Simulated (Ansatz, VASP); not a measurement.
Na2H: VASP beside Ansatz

```
Na H
1.0
    -2.31574    2.31574    3.91310
     2.31574   -2.31574    3.91310
     2.31574    2.31574   -3.91310
Na H
2 1
Direct
  0.50000 0.00000 0.50000
  0.00000 0.50000 0.50000
  0.00000 0.00000 0.00000
```

Alike in both runs: functional PBE; k mesh 14 × 14 × 14; occupations gaussian, width 0.1 eV; no spin polarisation.

Ansatz relaxed the structure, and its values are those at the end. VASP's run is a single point on that final structure, the one shown.

|  | VASP | Ansatz |
| --- | --- | --- |
| version | VASP 6.6.1 | Ansatz 0.2.0 |
| potentials or method | VASP PAW PBE potentials, release 64 (Na_pv, H), cutoff 520 eV | scalar-relativistic, plane waves, PAW |
| valence electrons in the cell | 15 | 19 |

|  | VASP | Ansatz | Ansatz less VASP |
| --- | --- | --- | --- |
| gap on the k mesh at the Fermi level (eV) | none | none | - |
| pressure (GPa) | 0.0 | 0.0 | +0.01 |

A gap of «none» marks a metal or a gap that the smearing closes. The functional is the same, so the differences come from potentials, cutoffs and numerics. VASP's potentials hold 15 valence electrons a cell and Ansatz's 19, so a difference there can come from the potentials and not from the codes.
